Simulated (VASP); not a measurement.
# Hf: relaxation of cell and atoms with PBE

Hf:

```xyz
2
Lattice="2.9650 0.0000 0.0000 -1.4825 2.5677 0.0000 0.0000 0.0000 4.8032" Properties=species:S:1:pos:R:3 pbc="T T T"
Hf    0.0000    1.7118    1.2008
Hf    1.4825    0.8559    3.6024
```

* Program: VASP 6.6.1
* Task: relaxation of cell and atoms
* Functional: PBE
* Potentials or basis: VASP PAW PBE potentials, release 64 (Hf_pv)
* Cutoff: 600 eV
* k mesh: 15 × 15 × 8
* Occupations: fermi-dirac, width 0.08 eV
* Spin: no spin polarisation
* Target pressure: 30 GPa
* Dipole correction: no
* Further INCAR settings: ALGO = Normal; EDIFF = 1e-06; IBRION = 2; EDIFFG = -0.005; NSW = 60; ISIF = 3

The relaxed volume is 18.40 Å³/atom and the relaxed cell is a = 2.985 Å, b = 2.985 Å, c = 4.771 Å, α = 90.00°, β = 90.00°, γ = 120.00°. The space group after relaxing (to 0.1 Å) is P6_3/mmc (No. 194). The energy change on relaxing (the run minimises the enthalpy) is -23.7 meV/atom. The ionic steps are 5, the pressure after relaxing is 30.0 GPa and the band gap on the k mesh is zero (bands 10 and 11 overlap by 1.59 eV).

The path:
```
step  energy change (eV)  largest force (eV/Å)  pressure (GPa)  volume (Å³)
   1              0.0000                0.0000           31.13        36.57
   2             -0.1281                0.0000           27.60        37.25
   3             -0.0638                0.0000           29.39        36.90
   4             -0.0397                0.0000           30.24        36.76
   5             -0.0474                0.0000           29.99        36.80
```

Final structure:
```xyz
2
Lattice="2.9845 0.0000 0.0000 -1.4923 2.5847 0.0000 0.0000 0.0000 4.7712" Properties=species:S:1:pos:R:3 pbc="T T T"
Hf    0.0000    1.7231    1.1928
Hf    1.4923    0.8616    3.5784
```

Levels at points of the mesh, in eV from the Fermi level:
| k point | band 8 | band 9 | band 10 | band 11 | band 12 | band 13 |
| --- | --- | --- | --- | --- | --- | --- |
| (0.00, 0.00, 0.00) | -4.40 | 1.20 | 1.20 | 1.42 | 1.43 | 2.23 |
| (0.00, 0.00, 0.50) | -5.69 | 0.03 | 0.03 | 1.10 | 1.10 | 1.10 |

Run time: 6.6 min on 1 thread of AMD EPYC 7R13, on a shared host, peak memory 0.19 GiB.

Caveat: the cell is relaxed towards a set pressure, so the run minimises the enthalpy, not the energy; spin-orbit coupling is left out, which moves the levels of the heavy elements.
